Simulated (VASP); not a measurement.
# Zr (P6/mmm) in VASP: single point with r2SCAN

Aim: the single point of Zr with r2SCAN.

Everything below comes from runs of VASP 6.6.1. Logs are shortened: lines on timing, memory, paths and dates and some standing lists are left out, and cuts for length are marked.

### 1 The cell of the first run

It takes space group P6/mmm (No. 191, hexagonal). The conventional cell has a = 4.902 Å, b = 4.902 Å, c = 3.068 Å, α = 90.00°, β = 90.00°, γ = 120.00°. Within 4.0 Å of Zr (site symmetry 6/mmm) lie 14 Zr at 3.07 to 3.22 Å. Zr (site symmetry -6m2) has 11 Zr at 2.83 to 3.22 Å within 3.7 Å.

This isn't the form of Zr at room conditions, which is hcp.

### 2 Single point, r2SCAN, collinear spin (21.28 Å³/atom)

File POSCAR:

```
Zr
1.0
    4.9020176869      0.0000000000      0.0000000000
   -2.4510088435      4.2452718467      0.0000000000
    0.0000000000      0.0000000000      3.0680233031
Zr
3
Direct
    0.0000000000      0.0000000000      1.0000000000
    0.3333333333      0.6666666667      0.5000000000
    0.6666666667      0.3333333333      0.5000000000
```

File INCAR.step1:

```
PREC = Accurate
ENCUT = 520
ISMEAR = -1
SIGMA = 0.05
LREAL = False
LASPH = True
NELM = 150
ISPIN = 2
MAGMOM = 1 1 1
LMAXMIX = 4
NBANDS = 29
GGA = PE
ALGO = Normal
EDIFF = 1E-4
LWAVE = True
LCHARG = False
```

File INCAR.step2:

```
PREC = Accurate
ENCUT = 520
EDIFF = 1E-6
ISMEAR = -1
SIGMA = 0.05
LREAL = False
LASPH = True
NELM = 150
ALGO = Normal
ISIF = 2
LWAVE = False
LCHARG = True
ISPIN = 2
MAGMOM = 1 1 1
LORBIT = 11
LMAXMIX = 4
METAGGA = R2SCAN
LMIXTAU = True
LELF = True
LVHAR = True
NBANDS = 29
ISTART = 1
```

File KPOINTS:

```
regular mesh
0
Gamma
  8 8 11
```

Potentials or basis: VASP PAW PBE potentials, release 64 (Zr_sv).

Launch:

```sh
$ cat potpaw_PBE.64/Zr_sv/POTCAR > POTCAR
$ cp INCAR.step1 INCAR
$ mpirun -np 1 vasp_std > vasp.out
$ cp INCAR.step2 INCAR
$ mpirun -np 1 vasp_std > vasp.out
```

OUTCAR:

```text
PREC = Accurate
   ENCUT = 520
   EDIFF = 1E-6
   ISMEAR = -1
   LREAL = False
   LASPH = True
   NELM = 150
   ISIF = 2
   ISPIN = 2
   LORBIT = 11
   METAGGA = R2SCAN
   ISTART = 1

 ion  position               nearest neighbor table
   1  0.000  0.000  0.000-   2 3.22   3 3.22   2 3.22   3 3.22   3 3.22   3 3.22   2 3.22   2 3.22
                             3 3.22   3 3.22   2 3.22   2 3.22
   2  0.333  0.667  0.500-   3 2.83   3 2.83   3 2.83   1 3.22   1 3.22   1 3.22   1 3.22   1 3.22
                             1 3.22
   3  0.667  0.333  0.500-   2 2.83   2 2.83   2 2.83   1 3.22   1 3.22   1 3.22   1 3.22   1 3.22
                             1 3.22

  LATTYP: Found a hexagonal cell.
 ALAT       =     4.9020176869
 C/A-ratio  =     0.6258694887

  Lattice vectors:

 A1 = (   4.9020176869,   0.0000000000,   0.0000000000)
 A2 = (  -2.4510088435,   4.2452718467,   0.0000000000)
 A3 = (   0.0000000000,   0.0000000000,   3.0680233031)

Analysis of symmetry for initial positions (statically):
=====================================================================
 Subroutine PRICEL returns:
 Original cell was already a primitive cell.

 Routine SETGRP: Setting up the symmetry group for a
 hexagonal supercell.

 Subroutine GETGRP returns: Found 24 space group operations
 (whereof 24 operations were pure point group operations)
 out of a pool of 24 trial point group operations.

The static configuration has the point symmetry D_6h.

Analysis of symmetry for dynamics (positions and initial velocities):
=====================================================================
 Subroutine PRICEL returns:
 Original cell was already a primitive cell.

 Routine SETGRP: Setting up the symmetry group for a
 hexagonal supercell.

 Subroutine GETGRP returns: Found 24 space group operations
 (whereof 24 operations were pure point group operations)
 out of a pool of 24 trial point group operations.

The dynamic configuration has the point symmetry D_6h.

Analysis of structural, dynamic, and magnetic symmetry:
=====================================================================
 Subroutine PRICEL returns:
 Original cell was already a primitive cell.

 Routine SETGRP: Setting up the symmetry group for a
 hexagonal supercell.

 Subroutine GETGRP returns: Found 24 space group operations
 (whereof 24 operations were pure point group operations)
 out of a pool of 24 trial point group operations.

The overall configuration has the point symmetry D_6h.

 Subroutine INISYM returns: Found 24 space group operations
 (whereof 24 operations are pure point group operations),
 and found     1 'primitive' translations

----------------------------------------------------------------------------------------

                                     Primitive cell

  volume of cell :      63.8468

  direct lattice vectors                    reciprocal lattice vectors
     4.902017687  0.000000000  0.000000000     0.203997632  0.117778088  0.000000000
    -2.451008843  4.245271847  0.000000000     0.000000000  0.235556175  0.000000000
     0.000000000  0.000000000  3.068023303     0.000000000  0.000000000  0.325942765

  length of vectors
     4.902017687  4.902017687  3.068023303     0.235556175  0.235556175  0.325942765

  position of ions in fractional coordinates (direct lattice)
     0.000000000  0.000000000  0.000000000
     0.333333333  0.666666667  0.500000000
     0.666666667  0.333333333  0.500000000

  ion indices of the primitive-cell ions
   primitive index   ion index
                 1           1
                 2           2
                 3           3

----------------------------------------------------------------------------------------

 KPOINTS: regular mesh

Automatic generation of k-mesh.
 Grid dimensions read from file:
 generate k-points for:    8    8   11

 Generating k-lattice:

  Cartesian coordinates                     Fractional coordinates (reciprocal lattice)
     0.025499704  0.014722261  0.000000000     0.125000000  0.000000000  0.000000000
     0.000000000  0.029444522  0.000000000     0.000000000  0.125000000  0.000000000
     0.000000000  0.000000000  0.029631160     0.000000000  0.000000000  0.090909091

  Length of vectors
     0.029444522  0.029444522  0.029631160

  Shift w.r.t. Gamma in fractional coordinates (k-lattice)
     0.000000000  0.000000000  0.000000000

 Subroutine IBZKPT returns following result:
 ===========================================

 Found     60 irreducible k-points:

 Following reciprocal coordinates:
            Coordinates               Weight
  0.000000  0.000000  0.000000      1.000000
  0.125000  0.000000  0.000000      6.000000
  0.250000  0.000000  0.000000      6.000000
  0.375000  0.000000  0.000000      6.000000
  0.500000  0.000000  0.000000      3.000000
  0.125000  0.125000  0.000000      6.000000
[... 16 lines left out ...]
  0.250000  0.000000  0.181818     12.000000
  0.375000  0.000000  0.181818     12.000000
 [... further k-points ...]
   k-points           NKPTS =     60   k-points in BZ     NKDIM =     60   number of bands    NBANDS=     29
   number of dos      NEDOS =    301   number of ions     NIONS =      3
   total plane-waves  NPLWV =  31104
   dimension x,y,z NGX =    36 NGY =   36 NGZ =   24
   dimension x,y,z NGXF=    72 NGYF=   72 NGZF=   48
   ions per type =               3
   NGX,Y,Z   is equivalent  to a cutoff of  12.21, 12.21, 13.00 a.u.
   NGXF,Y,Z  is equivalent  to a cutoff of  24.42, 24.42, 26.01 a.u.
 SYSTEM =  unknown system
   PREC   = accura    normal or accurate (medium, high low for compatibility)
   ISTART =      1    job   : 0-new  1-cont  2-samecut
   ICHARG =      0    charge: 1-file 2-atom 10-const
   ISPIN  =      2    spin polarized calculation?
   LNONCOLLINEAR =      F non collinear calculations
   LSORBIT =      F    spin-orbit coupling
   LASPH  =      T    aspherical Exc in radial PAW
   ENCUT  =  520.0 eV  38.22 Ry    6.18 a.u.   9.11  9.11  5.70*2*pi/ulx,y,z
   NELM   =    150;   NELMIN=  2; NELMDL=  0     # of ELM steps
   EDIFF  = 0.1E-05   stopping-criterion for ELM
   LREAL  =      F    real-space projection
   EDIFFG = 0.1E-04   stopping-criterion for IOM
   NSW    =      0    number of steps for IOM
   IBRION =     -1    ionic relax: 0-MD 1-quasi-New 2-CG
   NFREE  =      0    steps in history (QN), initial steepest desc. (CG)
   ISIF   =      2    stress and relaxation
   ISYM   =      2    0-nonsym 1-usesym 2-fastsym
   POTIM  = 0.5000    time-step for ionic-motion
   TEBEG  =    0.0;   TEEND  =   0.0 temperature during run
   PSTRESS=    0.0 pullay stress
   NELECT =      36.0000    total number of electrons
   NUPDOWN=      -1.0000    fix difference up-down
   EMIN   =  10.00;   EMAX   =-10.00  energy-range for DOS
   EFERMI =   0.00;   METHOD = LEGACY
   ISMEAR =    -1;   SIGMA  =   0.05  broadening in eV -4-tet -1-fermi 0-gaus
   EFERMI_NEDOS =   21; number of points for ismear=-14 and -15
   IALGO  =     38    algorithm
   IMIX   =      4    mixing-type and parameters
     AMIX     =   0.40;   BMIX     =  1.00
     AMIX_MAG =   1.60;   BMIX_MAG =  1.00
  volume/ion in A,a.u.               =      21.28       143.62
  Fermi-wavevector in a.u.,A,eV,Ry     =   1.352475  2.555808 24.887631  1.829189
  Thomas-Fermi vector in A             =   2.479811
   LORBIT       =     11    0 simple, 1 ext, 2 COOP (PROOUT), +10 PAW based schemes
   METAGGA = R2SCAN    functional components
   LHFCALC =     F    Hartree Fock is set to
   AEXX    =    0.0000 exact exchange contribution
   IVDW    =     0    specifies the selected vdW correction
   LEPSILON=     F    determine dielectric tensor
   LRPA    =     F    only Hartree local field effects (RPA)
 spin polarized calculation
  energy-cutoff  :      520.00
  volume of cell :       63.85
 maximum number of plane-waves:      1734
   NGX = 19   NGY = 19   NGZ = 11

 number of electron      36.0000000 magnetization       0.0000476

 number of electron      36.0000000 magnetization      -0.0000026

 Free energy of the ion-electron system (eV)
  ---------------------------------------------------
  ext. energy  EPLUGINS =         0.00000000
  ---------------------------------------------------
  free energy    TOTEN  =       -68.14252770 eV

  energy without entropy =      -68.12125001  energy(sigma->0) =      -68.13188886

 E-fermi :   9.9638     XC(G=0): -12.4147

 val. band max:        9.9597487997   @ k =   0.1250   0.0000   0.0000
 cond. band min:       9.9639368587   @ k =   0.5000   0.0000   0.0909
 fundamental gap:      0.0041880590
 Fermi energy:         9.9637863374

 spin component 1

 k-point     1 :       0.0000    0.0000    0.0000
  band No.  band energies     occupation
      1     -40.4513      1.00000
      2     -40.1970      1.00000
      3     -39.9496      1.00000
      4     -18.0791      1.00000
      5     -18.0791      1.00000
      6     -17.9568      1.00000
[... 757 lines left out ...]
     28      15.8325      0.00000
     29      16.4822      0.00000

 [... further k-points ...]

 spin component 2

 k-point     1 :       0.0000    0.0000    0.0000
  band No.  band energies     occupation
      1     -40.4513      1.00000
      2     -40.1970      1.00000
      3     -39.9496      1.00000
      4     -18.0791      1.00000
      5     -18.0791      1.00000
      6     -17.9568      1.00000
[... 757 lines left out ...]
     28      15.8325      0.00000
     29      16.4822      0.00000

 [... further k-points ...]

------------------------ aborting loop because EDIFF is reached ----------------------------------------

  FORCE on cell =-STRESS in cart. coord.  units (eV):
  Direction    XX          YY          ZZ          XY          YZ          ZX
  --------------------------------------------------------------------------------------
  -------------------------------------------------------------------------------------
  Total        3.7406106      3.7406106      3.7920396     -0.0000000     -0.0000000      0.0000000
  in kB       93.8672410     93.8672410     95.1578047     -0.0000000     -0.0000000      0.0000000
  external PRESSURE =      94.2974289 kB  Pullay stress =       0.0000000 kB

 VOLUME and BASIS-vectors are now :
 -----------------------------------------------------------------------------
  energy-cutoff  :      520.00
  volume of cell :       63.85
      direct lattice vectors                 reciprocal lattice vectors
     4.902017687  0.000000000  0.000000000     0.203997632  0.117778088  0.000000000
    -2.451008843  4.245271847  0.000000000     0.000000000  0.235556175  0.000000000
     0.000000000  0.000000000  3.068023303     0.000000000  0.000000000  0.325942765

 POSITION                                       TOTAL-FORCE (eV/Angst)
 -----------------------------------------------------------------------------------
      0.00000      0.00000      0.00000        -0.000000      0.000000     -0.000000
     -0.00000      2.83018      1.53401        -0.000000     -0.000000      0.000000
      2.45101      1.41509      1.53401         0.000000      0.000000     -0.000000
 -----------------------------------------------------------------------------------
    total drift:                                0.000000     -0.000000     -0.000000

  FREE ENERGIE OF THE ION-ELECTRON SYSTEM (eV)
  ---------------------------------------------------
  free  energy   TOTEN  =       -68.1425277027 eV

  energy  without entropy=      -68.1212500122  energy(sigma->0) =      -68.13188886

 total charge

# of ion       s       p       d       tot
------------------------------------------
    1        2.229   5.996   1.547   9.772
    2        2.237   5.956   1.786   9.979
    3        2.237   5.956   1.786   9.979
--------------------------------------------------
tot          6.703  17.909   5.119  29.731

 magnetization (x)

# of ion       s       p       d       tot
------------------------------------------
    1       -0.000  -0.000  -0.000  -0.000
    2        0.000   0.000   0.000   0.000
    3        0.000   0.000   0.000   0.000
--------------------------------------------------
tot          0.000  -0.000  -0.000  -0.000
```

Run time: 26 min. Hardware: 1 thread of Intel Xeon 8259CL, shared host; peak memory 0.27 GiB.

What came out:

- Free energy: -68.1425 eV
- Pressure: 9.4 GPa
- Band gap on the k mesh: zero (filled and empty bands overlap)
- Net moment: 0.00 μB per cell
- Valence electrons inside the program's atomic spheres: Zr 9.77, 9.98 (each value once)

Caveat: the cell stands under pressure; the PAW data sets were made with another functional, which shifts forces and pressure a little.
